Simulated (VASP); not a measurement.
# NbAs (I4_1md) in VASP: a series of runs, part 2 of 2

VASP 6.6.1.

## 4. Single point, PBE

INCAR reads:

```
SYSTEM = NbAs
  ALGO = Normal
  EDIFF = 1E-6
  ENCUT = 520
  GGA = PE
  ISIF = 2
  ISMEAR = 0
  LASPH = .TRUE.
  LCHARG = .TRUE.
  LELF = .TRUE.
  LREAL = .FALSE.
  LVHAR = .TRUE.
  LWAVE = .FALSE.
  NBANDS = 26
  NELM = 100
  PREC = Accurate
  SIGMA = 0.016
```

KPOINTS reads:

```
k-points
0
G
  11 11 11
  0 0 0
```

POSCAR reads:

```
NbAs
1.0
   -1.7258500000      1.7258500000      5.8400000000
    1.7258500000     -1.7258500000      5.8400000000
    1.7258500000      1.7258500000     -5.8400000000
Nb As
2 2
Direct
    0.5000000000      0.0000000000      0.5000000000
    0.7500000000      0.7500000000      0.0000000000
    0.9160000000      0.4160000000      0.5000000000
    0.1660000000      0.1660000000      0.0000000000
```

Potentials or basis: VASP PAW PBE potentials, release 64 (Nb_sv, As).

The run is started by

```sh
$ cat potpaw_PBE.64/Nb_sv/POTCAR potpaw_PBE.64/As/POTCAR > POTCAR
$ mpirun -np 1 vasp_std > vasp.out
```

OUTCAR:

```text
SYSTEM = NbAs
   EDIFF = 1E-6
   ENCUT = 520
   GGA = PE
   ISIF = 2
   ISMEAR = 0
   LASPH = .TRUE.
   LREAL = .FALSE.
   NELM = 100
   PREC = Accurate

 ion  position               nearest neighbor table
   1  0.500  0.000  0.500-   4 2.60   4 2.60   3 2.63   3 2.63   3 2.63   3 2.63
   2  0.750  0.750  0.000-   3 2.60   3 2.60   4 2.63   4 2.63   4 2.63   4 2.63
   3  0.916  0.416  0.500-   2 2.60   2 2.60   1 2.63   1 2.63   1 2.63   1 2.63
   4  0.166  0.166  0.000-   1 2.60   1 2.60   2 2.63   2 2.63   2 2.63   2 2.63

  LATTYP: Found a body centered tetragonal cell.
 ALAT       =     3.4517000000
 C/A-ratio  =     3.3838398470

  Lattice vectors:

 A1 = (  -1.7258500000,   1.7258500000,   5.8400000000)
 A2 = (   1.7258500000,  -1.7258500000,   5.8400000000)
 A3 = (   1.7258500000,   1.7258500000,  -5.8400000000)

Analysis of symmetry for initial positions (statically):
=====================================================================
 Subroutine PRICEL returns:
 Original cell was already a primitive cell.

 Routine SETGRP: Setting up the symmetry group for a
 body centered tetragonal supercell.

 Subroutine GETGRP returns: Found  8 space group operations
 (whereof  4 operations were pure point group operations)
 out of a pool of 16 trial point group operations.

The static configuration has the point symmetry C_2v.
 The point group associated with its full space group is C_4v.

Analysis of symmetry for dynamics (positions and initial velocities):
=====================================================================
 Subroutine PRICEL returns:
 Original cell was already a primitive cell.

 Routine SETGRP: Setting up the symmetry group for a
 body centered tetragonal supercell.

 Subroutine GETGRP returns: Found  8 space group operations
[... 123 lines left out ...]
   ISMEAR =     0;   SIGMA  =   0.02  broadening in eV -4-tet -1-fermi 0-gaus
   EFERMI_NEDOS =   21; number of points for ismear=-14 and -15
   IALGO  =     38    algorithm
   IMIX   =      4    mixing-type and parameters
     AMIX     =   0.40;   BMIX     =  1.00
     AMIX_MAG =   1.60;   BMIX_MAG =  1.00
  volume/ion in A,a.u.               =      17.39       117.39
  Fermi-wavevector in a.u.,A,eV,Ry     =   1.314264  2.483599 23.501213  1.727290
  Thomas-Fermi vector in A             =   2.444529
   LORBIT       =      0    0 simple, 1 ext, 2 COOP (PROOUT), +10 PAW based schemes
   GGA     = PE    functional components
   LHFCALC =     F    Hartree Fock is set to
   AEXX    =    0.0000 exact exchange contribution
   IVDW    =     0    specifies the selected vdW correction
   LEPSILON=     F    determine dielectric tensor
   LRPA    =     F    only Hartree local field effects (RPA)
 non-spin polarized calculation
 Gauss-broadening in eV      SIGMA  =   0.02
  energy-cutoff  :      520.00
  volume of cell :       69.58
 maximum number of plane-waves:      1896
   NGX = 23   NGY = 23   NGZ = 23

 number of electron      35.9999999 magnetization

 Free energy of the ion-electron system (eV)
  ---------------------------------------------------
  ext. energy  EPLUGINS =         0.00000000
  ---------------------------------------------------
  free energy    TOTEN  =       -32.50723646 eV

  energy without entropy =      -32.50716736  energy(sigma->0) =      -32.50720191

 E-fermi :   9.6603     XC(G=0): -11.8492

 val. band max:        9.6488180872   @ k =  -0.1818  -0.4545   0.1818
 cond. band min:       9.6727821893   @ k =  -0.1818   0.2727   0.1818
 fundamental gap:      0.0239641021
 Fermi energy:         9.6602787233

 k-point     1 :       0.0000    0.0000    0.0000
  band No.  band energies     occupation
      1     -45.4848      2.00000
      2     -45.4563      2.00000
      3     -21.7052      2.00000
      4     -21.5952      2.00000
      5     -21.5952      2.00000
      6     -21.4357      2.00000
[... 685 lines left out ...]
     25      13.4135      0.00000
     26      14.8839      0.00000

 [... further k-points ...]

------------------------ aborting loop because EDIFF is reached ----------------------------------------

  FORCE on cell =-STRESS in cart. coord.  units (eV):
  Direction    XX          YY          ZZ          XY          YZ          ZX
  --------------------------------------------------------------------------------------
  -------------------------------------------------------------------------------------
  Total        1.3489082      1.3489082      1.5899167      0.0000000      0.0000000      0.0000000
  in kB       31.0609007     31.0609007     36.6105308      0.0000000      0.0000000      0.0000000
  external PRESSURE =      32.9107774 kB  Pullay stress =       0.0000000 kB

 VOLUME and BASIS-vectors are now :
 -----------------------------------------------------------------------------
  energy-cutoff  :      520.00
  volume of cell :       69.58
      direct lattice vectors                 reciprocal lattice vectors
    -1.725850000  1.725850000  5.840000000     0.000000000  0.289712316  0.085616438
     1.725850000 -1.725850000  5.840000000     0.289712316  0.000000000  0.085616438
     1.725850000  1.725850000 -5.840000000     0.289712316  0.289712316  0.000000000

 POSITION                                       TOTAL-FORCE (eV/Angst)
 -----------------------------------------------------------------------------------
      0.00000      1.72585      0.00000         0.000000     -0.000000     -0.303058
      0.00000      0.00000      8.76000        -0.000000      0.000000     -0.303058
      0.00000      1.72585      4.85888        -0.000000      0.000000      0.303058
      0.00000      0.00000      1.93888         0.000000     -0.000000      0.303058
 -----------------------------------------------------------------------------------
    total drift:                               -0.000000     -0.000000      0.000017

  FREE ENERGIE OF THE ION-ELECTRON SYSTEM (eV)
  ---------------------------------------------------
  free  energy   TOTEN  =       -32.5072364573 eV

  energy  without entropy=      -32.5071673584  energy(sigma->0) =      -32.50720191
```

It took 5.5 min on 1 thread of AMD EPYC 9R45 (Zen 5), shared host; peak memory 0.42 GiB.

What came out:

| Property | Result |
| --- | --- |
| Free energy | -32.5072 eV |
| Pressure | 3.3 GPa |
| Largest force | 0.303 eV/Å |
| Band gap on the k mesh | 0.02 eV (least direct gap 0.07 eV) |

Forces on the atoms (eV/Å):
```
Nb   0.000  0.000 -0.303
Nb   0.000  0.000 -0.303
As   0.000  0.000  0.303
As   0.000  0.000  0.303
```

Caveat: the cell stands under pressure; an odd mesh through Γ misses points on the zone boundary, where band edges can lie.

## 5. Overview

```csv
smearing,gap on the mesh (eV),pressure (GPa),largest force (eV/Å)
gaussian 0.013 eV,0.02,3.3,0.30
gaussian 0.014 eV,0.02,3.3,0.30
gaussian 0.016 eV,0.02,3.3,0.30
```

Alike in all rows: task single point; level PBE; potentials or basis VASP PAW PBE potentials, release 64 (Nb_sv, As); no spin polarisation; cell as given; k mesh 11 × 11 × 11; cutoff (eV) 520.

Caveats: the cell stands under pressure; an odd mesh through Γ misses points on the zone boundary, where band edges can lie.

Total energies depend on the potentials used, so only differences within one code and one set of settings carry meaning.
